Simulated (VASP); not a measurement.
# Pb (I4_1/amd) in VASP: notebook

Pb is run at these levels: PBE; tasks: single point.

Everything below comes from runs of VASP 6.6.1. Logs are shortened: lines on timing, memory, paths and dates and some standing lists are left out, and cuts for length are marked.

## Step 1: The cell of the first run

Symmetry: I4_1/amd, No. 141, tetragonal system. Conventional cell: a = 5.846 Å, b = 5.846 Å, c = 3.118 Å, α = 90.00°, β = 90.00°, γ = 90.00°. Pb (site symmetry -4m2) has 10 Pb at 3.02 to 3.74 Å within 4.0 Å.

## Step 2: Single point, PBE (26.64 Å³/atom)

INCAR

```
  ALGO = Normal
  EDIFF = 1E-6
  ENCUT = 520
  GGA = PE
  ISIF = 2
  ISMEAR = -1
  LASPH = T
  LCHARG = F
  LREAL = F
  LWAVE = F
  NBANDS = 21
  NELM = 80
  PREC = Accurate
  SIGMA = 0.05
```

KPOINTS

```
k-points
0
Gamma
  14 14 14
```

POSCAR

```
Pb
1.0
   -2.9228297053      2.9228297053      1.5590189118
    2.9228297053     -2.9228297053      1.5590189118
    2.9228297053      2.9228297053     -1.5590189118
Pb
2
Direct
   -0.3750000000     -0.1250000000     -0.2500000000
    0.3750000000      0.1250000000      0.2500000000
```

Potentials or basis: VASP PAW PBE potentials, release 64 (Pb_d).

Command:

```sh
$ cat potpaw_PBE.64/Pb_d/POTCAR > POTCAR
$ mpirun -np 1 vasp_std > vasp.out
```

OUTCAR:

```text
EDIFF = 1E-6
   ENCUT = 520
   GGA = PE
   ISIF = 2
   ISMEAR = -1
   LASPH = T
   LREAL = F
   NELM = 80
   PREC = Accurate

 ion  position               nearest neighbor table
   1  0.625  0.875  0.750-   2 3.02   2 3.02   2 3.02   2 3.02   2 3.74   2 3.74   2 3.74   2 3.74

   2  0.375  0.125  0.250-   1 3.02   1 3.02   1 3.02   1 3.02   1 3.74   1 3.74   1 3.74   1 3.74

  LATTYP: Found a body centered tetragonal cell.
 ALAT       =     5.8456594106
 C/A-ratio  =     0.5333936866

  Lattice vectors:

 A1 = (  -2.9228297053,   2.9228297053,   1.5590189118)
 A2 = (   2.9228297053,  -2.9228297053,   1.5590189118)
 A3 = (   2.9228297053,   2.9228297053,  -1.5590189118)

Analysis of symmetry for initial positions (statically):
=====================================================================
 Subroutine PRICEL returns:
 Original cell was already a primitive cell.

 Routine SETGRP: Setting up the symmetry group for a
 body centered tetragonal supercell.

 Subroutine GETGRP returns: Found 16 space group operations
 (whereof  4 operations were pure point group operations)
 out of a pool of 16 trial point group operations.

The static configuration has the point symmetry C_2h.
 The point group associated with its full space group is D_4h.

Analysis of symmetry for dynamics (positions and initial velocities):
=====================================================================
 Subroutine PRICEL returns:
 Original cell was already a primitive cell.

 Routine SETGRP: Setting up the symmetry group for a
 body centered tetragonal supercell.

 Subroutine GETGRP returns: Found 16 space group operations
 (whereof  4 operations were pure point group operations)
 out of a pool of 16 trial point group operations.

The dynamic configuration has the point symmetry C_2h.
 The point group associated with its full space group is D_4h.

 Subroutine INISYM returns: Found 16 space group operations
 (whereof  4 operations are pure point group operations),
 and found     1 'primitive' translations

----------------------------------------------------------------------------------------

                                     Primitive cell

  volume of cell :      53.2744

  direct lattice vectors                    reciprocal lattice vectors
    -2.922829705  2.922829705  1.559018912     0.000000000  0.171067099  0.320714519
     2.922829705 -2.922829705  1.559018912     0.171067099  0.000000000  0.320714519
     2.922829705  2.922829705 -1.559018912     0.171067099  0.171067099  0.000000000

  length of vectors
     4.417737763  4.417737763  4.417737763     0.363485564  0.363485564  0.241925412

  position of ions in fractional coordinates (direct lattice)
     0.625000000  0.875000000  0.750000000
     0.375000000  0.125000000  0.250000000

  ion indices of the primitive-cell ions
   primitive index   ion index
                 1           1
                 2           2

----------------------------------------------------------------------------------------

 KPOINTS: k-points

Automatic generation of k-mesh.
 Grid dimensions read from file:
 generate k-points for:   14   14   14

 Generating k-lattice:

  Cartesian coordinates                     Fractional coordinates (reciprocal lattice)
     0.000000000  0.012219079  0.022908180     0.071428571 -0.000000000  0.000000000
     0.012219079  0.000000000  0.022908180    -0.000000000  0.071428571  0.000000000
     0.012219079  0.012219079  0.000000000     0.000000000  0.000000000  0.071428571

  Length of vectors
     0.025963255  0.025963255  0.017280387

  Shift w.r.t. Gamma in fractional coordinates (k-lattice)
     0.000000000  0.000000000  0.000000000

 Subroutine IBZKPT returns following result:
 ===========================================

 Found    244 irreducible k-points:

 Following reciprocal coordinates:
            Coordinates               Weight
  0.000000  0.000000  0.000000      1.000000
  0.071429  0.000000 -0.000000      8.000000
  0.142857 -0.000000  0.000000      8.000000
  0.214286  0.000000 -0.000000      8.000000
  0.285714  0.000000  0.000000      8.000000
  0.357143  0.000000 -0.000000      8.000000
[... 16 lines left out ...]
  0.214286  0.142857 -0.000000     16.000000
  0.285714  0.142857  0.000000     16.000000
 [... further k-points ...]
   k-points           NKPTS =    244   k-points in BZ     NKDIM =    244   number of bands    NBANDS=     21
   number of dos      NEDOS =    301   number of ions     NIONS =      2
   total plane-waves  NPLWV =  46656
   dimension x,y,z NGX =    36 NGY =   36 NGZ =   36
   dimension x,y,z NGXF=    72 NGYF=   72 NGZF=   72
   ions per type =               2
   NGX,Y,Z   is equivalent  to a cutoff of  13.55, 13.55, 13.55 a.u.
   NGXF,Y,Z  is equivalent  to a cutoff of  27.09, 27.09, 27.09 a.u.
 SYSTEM =  unknown system
   PREC   = accura    normal or accurate (medium, high low for compatibility)
   ISTART =      0    job   : 0-new  1-cont  2-samecut
   ICHARG =      2    charge: 1-file 2-atom 10-const
   ISPIN  =      1    spin polarized calculation?
   LNONCOLLINEAR =      F non collinear calculations
   LSORBIT =      F    spin-orbit coupling
   LASPH  =      T    aspherical Exc in radial PAW
   ENCUT  =  520.0 eV  38.22 Ry    6.18 a.u.   8.21  8.21  8.21*2*pi/ulx,y,z
   NELM   =     80;   NELMIN=  2; NELMDL= -5     # of ELM steps
   EDIFF  = 0.1E-05   stopping-criterion for ELM
   LREAL  =      F    real-space projection
   EDIFFG = 0.1E-04   stopping-criterion for IOM
   NSW    =      0    number of steps for IOM
   IBRION =     -1    ionic relax: 0-MD 1-quasi-New 2-CG
   NFREE  =      0    steps in history (QN), initial steepest desc. (CG)
   ISIF   =      2    stress and relaxation
   ISYM   =      2    0-nonsym 1-usesym 2-fastsym
   POTIM  = 0.5000    time-step for ionic-motion
   TEBEG  =    0.0;   TEEND  =   0.0 temperature during run
   PSTRESS=    0.0 pullay stress
   NELECT =      28.0000    total number of electrons
   NUPDOWN=      -1.0000    fix difference up-down
   EMIN   =  10.00;   EMAX   =-10.00  energy-range for DOS
   EFERMI =   0.00;   METHOD = LEGACY
   ISMEAR =    -1;   SIGMA  =   0.05  broadening in eV -4-tet -1-fermi 0-gaus
   EFERMI_NEDOS =   21; number of points for ismear=-14 and -15
   IALGO  =     38    algorithm
   IMIX   =      4    mixing-type and parameters
     AMIX     =   0.40;   BMIX     =  1.00
     AMIX_MAG =   1.60;   BMIX_MAG =  1.00
  volume/ion in A,a.u.               =      26.64       179.76
  Fermi-wavevector in a.u.,A,eV,Ry     =   1.321158  2.496626 23.748399  1.745458
  Thomas-Fermi vector in A             =   2.450932
   LORBIT       =      0    0 simple, 1 ext, 2 COOP (PROOUT), +10 PAW based schemes
   GGA     = PE    functional components
   LHFCALC =     F    Hartree Fock is set to
   AEXX    =    0.0000 exact exchange contribution
   IVDW    =     0    specifies the selected vdW correction
   LEPSILON=     F    determine dielectric tensor
   LRPA    =     F    only Hartree local field effects (RPA)
 non-spin polarized calculation
  energy-cutoff  :      520.00
  volume of cell :       53.27
 maximum number of plane-waves:      1461
 NGX is ok and might be reduce to    36
   NGX = 17   NGY = 17   NGZ = 17

 number of electron      28.0000006 magnetization

 Free energy of the ion-electron system (eV)
  ---------------------------------------------------
  ext. energy  EPLUGINS =         0.00000000
  ---------------------------------------------------
  free energy    TOTEN  =        -6.38313744 eV

  energy without entropy =       -6.37424073  energy(sigma->0) =       -6.37868908

 E-fermi :   8.7129     XC(G=0): -10.7615

 val. band max:        8.7120286367   @ k =  -0.1429  -0.2143   0.1429
 cond. band min:       8.7226776475   @ k =   0.2857   0.1429   0.0000
 fundamental gap:      0.0106490108
 Fermi energy:         8.7129491601

 k-point     1 :       0.0000    0.0000    0.0000
  band No.  band energies     occupation
      1      -8.9235      2.00000
      2      -8.7548      2.00000
      3      -8.6873      2.00000
      4      -8.6831      2.00000
      5      -8.2124      2.00000
      6      -8.2124      2.00000
[... 13 lines left out ...]
     20      19.1435      0.00000
     21      19.9948      0.00000

 k-point     2 :       0.0714    0.0000   -0.0000
  band No.  band energies     occupation
      1      -8.9164      2.00000
      2      -8.7278      2.00000
      3      -8.6769      2.00000
      4      -8.6467      2.00000
      5      -8.2400      2.00000
      6      -8.2379      2.00000
[... 13 lines left out ...]
     20      18.7807      0.00000
     21      18.8583      0.00000

 k-point     3 :       0.1429   -0.0000    0.0000
  band No.  band energies     occupation
      1      -8.8940      2.00000
      2      -8.6558      2.00000
      3      -8.6476      2.00000
      4      -8.5519      2.00000
      5      -8.2962      2.00000
      6      -8.2768      2.00000
[... 13 lines left out ...]
     20      17.5789      0.00000
     21      17.6938      0.00000

 k-point     4 :       0.2143    0.0000   -0.0000
  band No.  band energies     occupation
      1      -8.8591      2.00000
      2      -8.6059      2.00000
      3      -8.5707      2.00000
      4      -8.4496      2.00000
      5      -8.3639      2.00000
      6      -8.2852      2.00000
[... 13 lines left out ...]
     20      16.8138      0.00000
     21      17.3588      0.00000

 k-point     5 :       0.2857    0.0000    0.0000
  band No.  band energies     occupation
      1      -8.8214      2.00000
      2      -8.5672      2.00000
      3      -8.5272      2.00000
      4      -8.4395      2.00000
      5      -8.4218      2.00000
      6      -8.2894      2.00000
[... 13 lines left out ...]
     20      16.1988      0.00000
     21      17.9720      0.00000

 k-point     6 :       0.3571    0.0000   -0.0000
  band No.  band energies     occupation
      1      -8.7901      2.00000
      2      -8.5655      2.00000
      3      -8.5279      2.00000
      4      -8.4955      2.00000
      5      -8.4320      2.00000
      6      -8.3302      2.00000
[... 13 lines left out ...]
     20      15.8979      0.00000
     21      18.9089      0.00000

 k-point     7 :       0.4286    0.0000   -0.0000
  band No.  band energies     occupation
      1      -8.7670      2.00000
      2      -8.5908      2.00000
      3      -8.5800      2.00000
      4      -8.5028      2.00000
      5      -8.4055      2.00000
      6      -8.3588      2.00000
[... 13 lines left out ...]
     20      17.2137      0.00000
     21      19.7590      0.00000
[... 291 lines left out ...]
      1      -8.8981      2.00000
      2      -8.7312      2.00000
      3      -8.6595      2.00000
      4      -8.6550      2.00000
      5      -8.2417      2.00000
      6      -8.2286      2.00000
[... 13 lines left out ...]
     20      18.9311      0.00000
     21      19.2370      0.00000

 k-point    21 :      -0.0714    0.0714    0.0000
  band No.  band energies     occupation
      1      -8.9140      2.00000
      2      -8.7564      2.00000
      3      -8.6871      2.00000
      4      -8.6781      2.00000
      5      -8.2171      2.00000
      6      -8.2087      2.00000
[... 13 lines left out ...]
     20      19.5846      0.00000
     21      20.2674      0.00000

 k-point    22 :       0.1429    0.1429    0.0000
  band No.  band energies     occupation
      1      -8.8444      2.00000
      2      -8.5813      2.00000
      3      -8.5263      2.00000
      4      -8.4157      2.00000
      5      -8.3580      2.00000
      6      -8.3347      2.00000
[... 13 lines left out ...]
     20      16.4814      0.00000
     21      16.7490      0.00000

 k-point    23 :       0.2143    0.1429   -0.0000
  band No.  band energies     occupation
      1      -8.8193      2.00000
      2      -8.5659      2.00000
      3      -8.5408      2.00000
      4      -8.4238      2.00000
      5      -8.4113      2.00000
      6      -8.3628      2.00000
[... 13 lines left out ...]
     20      16.3079      0.00000
     21      17.2730      0.00000

 k-point    24 :       0.2857    0.1429    0.0000
  band No.  band energies     occupation
      1      -8.8019      2.00000
      2      -8.6024      2.00000
      3      -8.5123      2.00000
      4      -8.4803      2.00000
      5      -8.4014      2.00000
      6      -8.3903      2.00000
[... 13 lines left out ...]
     20      16.4844      0.00000
     21      18.1662      0.00000

 [... further k-points ...]

------------------------ aborting loop because EDIFF is reached ----------------------------------------

  FORCE on cell =-STRESS in cart. coord.  units (eV):
  Direction    XX          YY          ZZ          XY          YZ          ZX
  --------------------------------------------------------------------------------------
  -------------------------------------------------------------------------------------
  Total        4.6765865      4.6765865      4.7197462      0.0000000     -0.0000000     -0.0000000
  in kB      140.6439829    140.6439829    141.9419695      0.0000000     -0.0000000     -0.0000000
  external PRESSURE =     141.0766451 kB  Pullay stress =       0.0000000 kB

 VOLUME and BASIS-vectors are now :
 -----------------------------------------------------------------------------
  energy-cutoff  :      520.00
  volume of cell :       53.27
      direct lattice vectors                 reciprocal lattice vectors
    -2.922829705  2.922829705  1.559018912     0.000000000  0.171067099  0.320714519
     2.922829705 -2.922829705  1.559018912     0.171067099  0.000000000  0.320714519
     2.922829705  2.922829705 -1.559018912     0.171067099  0.171067099  0.000000000

 POSITION                                       TOTAL-FORCE (eV/Angst)
 -----------------------------------------------------------------------------------
      2.92283      1.46141      1.16926         0.000000      0.000000     -0.000000
      0.00000      1.46141      0.38975        -0.000000     -0.000000      0.000000
 -----------------------------------------------------------------------------------
    total drift:                               -0.000000     -0.000000      0.000000

  FREE ENERGIE OF THE ION-ELECTRON SYSTEM (eV)
  ---------------------------------------------------
  free  energy   TOTEN  =        -6.3831374357 eV

  energy  without entropy=       -6.3742407261  energy(sigma->0) =       -6.37868908
```

Wall time 1.9 min (1 thread of Intel Xeon 6975P-C (Granite Rapids), shared host); peak memory 0.35 GiB.

Results:

- Free energy: -6.3831 eV
- Pressure: 14.1 GPa
- Band gap on the k mesh: zero (bands 14 and 15 overlap by 3.88 eV)

Caveat: the cell stands under pressure; spin-orbit coupling is left out, which moves the levels of the heavy elements.

## Step 3: Single point, PBE (26.64 Å³/atom)

INCAR

```
SYSTEM = Pb
PREC = Accurate
ENCUT = 520
EDIFF = 1E-6
ISMEAR = -1
SIGMA = 0.05
LREAL = .False.
LASPH = .True.
NELM = 100
ALGO = Normal
ISIF = 2
LWAVE = .False.
LCHARG = .False.
GGA = PE
NBANDS = 21
```

KPOINTS

```
Automatic mesh
0
Gamma
  14 14 14
  0 0 0
```

POSCAR is that of step 2.

Potentials or basis: VASP PAW PBE potentials, release 64 (Pb_d).

Command:

```sh
$ cat potpaw_PBE.64/Pb_d/POTCAR > POTCAR
$ mpirun -np 1 vasp_std > vasp.out
```

Run time: 1.9 min. Hardware: 1 thread of Intel Xeon 6975P-C (Granite Rapids), shared host; peak memory 0.35 GiB.

Results (log left out):

```yaml
Free_energy: -6.3831 eV
Pressure: 14.1 GPa
Band_gap_on_the_k_mesh: zero (bands 14 and 15 overlap by 3.88 eV)
```

Stress tensor (GPa, compression positive):
```
14.06  0.00  0.00
 0.00 14.06  0.00
 0.00  0.00 14.19
```

Levels at points of the mesh, in eV from the Fermi level:
```csv
k point,band 10,band 11,band 12,band 13,band 14,band 15,band 16,band 17,band 18,band 19
"(0.00, 0.00, 0.00)",-16.50,-12.81,-5.54,-2.18,-2.18,3.59,6.36,6.36,7.97,7.98
"(0.50, 0.00, 0.00)",-16.60,-8.32,-6.48,-3.10,-1.85,-0.99,2.90,2.91,5.10,7.61
"(0.50, 0.50, 0.00)",-16.77,-10.46,-10.46,0.85,0.85,1.19,1.19,6.60,6.60,10.95
"(0.50, 0.50, 0.50)",-16.89,-9.12,-9.12,-5.13,-5.13,5.93,5.93,9.90,9.90,11.97
```

Caveat: the cell stands under pressure; spin-orbit coupling is left out, which moves the levels of the heavy elements.

(Continued in part 2 of 2.)

The gap in the log of VASP goes by the Fermi energy; the results here count the filled bands.